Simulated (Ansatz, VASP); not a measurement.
MgSe in VASP and in Ansatz

The input INCAR:

```
  PREC = Accurate
  ENCUT = 600
  EDIFF = 1E-6
  ISMEAR = 0
  SIGMA = 0.1
  LREAL = False
  LASPH = True
  NELM = 120
  ALGO = Normal
  ISIF = 2
  LWAVE = False
  LCHARG = False
  GGA = PE
  NBANDS = 11
  GGA_COMPAT = False
```

The input KPOINTS:

```
regular mesh
0
Gamma
  4 4 4
```

The input POSCAR:

```
MgSe
1.0
    0.0000000000      3.0287788143      3.0287788143
    3.0287788143      0.0000000000      3.0287788143
    3.0287788143      3.0287788143      0.0000000000
Mg Se
1 1
Direct
    0.0000000000      0.0000000000      0.0000000000
    0.5000000000      0.5000000000      0.5000000000
```

Input for Ansatz:

```yaml
crystal:
  lattice:
    - [0.0, 3.0287788143, 3.0287788143]
    - [3.0287788143, 0.0, 3.0287788143]
    - [3.0287788143, 3.0287788143, 0.0]
  atoms:
    - { symbol: Mg, position: [0.0, 0.0, 0.0] }
    - { symbol: Se, position: [0.5, 0.5, 0.5] }
  symmetry: { tolerance: 0.001 }
basis:
  ecutwfc: 420
  xc_grid: 2
kpoints:
  mp_grid: { grid: [4, 4, 4] }
hamiltonian:
  xc: pbe
scf:
  occupations: { method: gaussian, width: 0.1 }
output:
  forces: true
  stress: true
  eigenvalues: true
```

Alike in both runs: task single point; functional PBE; k mesh 4 × 4 × 4; occupations gaussian, width 0.1 eV; no spin polarisation.

|  | VASP | Ansatz |
| --- | --- | --- |
| version | VASP 6.6.1 | Ansatz 0.2.0 |
| potentials or method | VASP PAW PBE potentials, release 64 (Mg, Se), cutoff 600 eV | scalar-relativistic, plane waves, PAW |
| valence electrons in the cell | 8 | 26 |

|  | VASP | Ansatz | Ansatz less VASP |
| --- | --- | --- | --- |
| gap on the k mesh at the Fermi level (eV) | 0.89 | 0.90 | +0.016 |
| least direct gap on the mesh (eV) | 0.89 | 0.90 | +0.016 |
| pressure (GPa) | -9.5 | -9.4 | +0.09 |

The functional is the same, so the differences come from potentials, cutoffs and numerics. VASP's potentials hold 8 valence electrons a cell and Ansatz's 26, so a difference there can come from the potentials and not from the codes.

The k mesh is coarse, so the values compare programs but aren't converged.
